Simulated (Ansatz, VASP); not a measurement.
Given: the input of a run of VASP 6.6.1 on Sb.

INCAR

```
PREC = Accurate
ENCUT = 520
EDIFF = 1E-7
ISMEAR = 0
SIGMA = 0.01
LREAL = False
LASPH = True
NELM = 100
ALGO = Normal
ISIF = 2
LWAVE = False
LCHARG = True
GGA = PS
IVDW = 12
LELF = True
LVHAR = True
NBANDS = 12
```

Contents of KPOINTS:

```
Automatic mesh
0
Gamma
  9 9 5
```

Contents of POSCAR:

```
Sb
1.0
    3.3545324186      0.0000000000      0.0000000000
   -1.6772662093      2.9051102923      0.0000000000
    0.0000000000      0.0000000000      5.4701606500
Sb
2
Direct
    0.6666666667      0.3333333333      0.7500000000
    0.3333333333      0.6666666667      0.2500000000
```

Potentials or basis: VASP PAW PBE potentials, release 64 (Sb).

The run is started by

```sh
$ cat potpaw_PBE.64/Sb/POTCAR > POTCAR
$ mpirun -np 1 vasp_std > vasp.out
```

Question: Set up the same calculation for Ansatz 0.2.0. Potentials there: all-electron LAPW, scalar-relativistic.

Answer: As run (the cutoff follows the program's own potentials):

File input.yaml:

```yaml
crystal:
  lattice:
    - [3.3545324186, 0.0, 0.0]
    - [-1.6772662093, 2.9051102923, 0.0]
    - [0.0, 0.0, 5.47016065]
  atoms:
    - { symbol: Sb, position: [0.6666666667, 0.3333333333, 0.75] }
    - { symbol: Sb, position: [0.3333333333, 0.6666666667, 0.25] }
kpoints:
  mp_grid: { grid: [9, 9, 5] }
scf:
  occupations: { method: gaussian, width: 0.01 }
hamiltonian:
  xc: pbesol
  dispersion: d3bj
  pseudopotentials: { kind: all_electron, lapw: { basis_error: 0.001 } }
output:
  forces: true
  stress: true
  eigenvalues: true
```

Potentials or basis: all-electron LAPW, scalar-relativistic.

Launch:

```console
$ ansatz run input.yaml --threads 1 --pin off --max-ram 3072MiB --backend cpu --events-out ev --progress --plain --runs-dir out
```

Both were run:

|  | VASP | Ansatz | Ansatz less VASP |
| --- | --- | --- | --- |
| gap on the k mesh at the Fermi level (eV) | none | none | - |
| pressure (GPa) | -4.8 | -4.8 | +0.07 |
| traceless stress, the component that is largest in VASP (GPa) | 0.53 | 0.45 | -0.082 |

VASP's potentials were made for PBE, not for PBEsol. A gap of «none» marks a metal or a gap that the smearing closes. Ansatz ran all-electron here, and VASP with PAW potentials.

Spin-orbit coupling is off throughout.
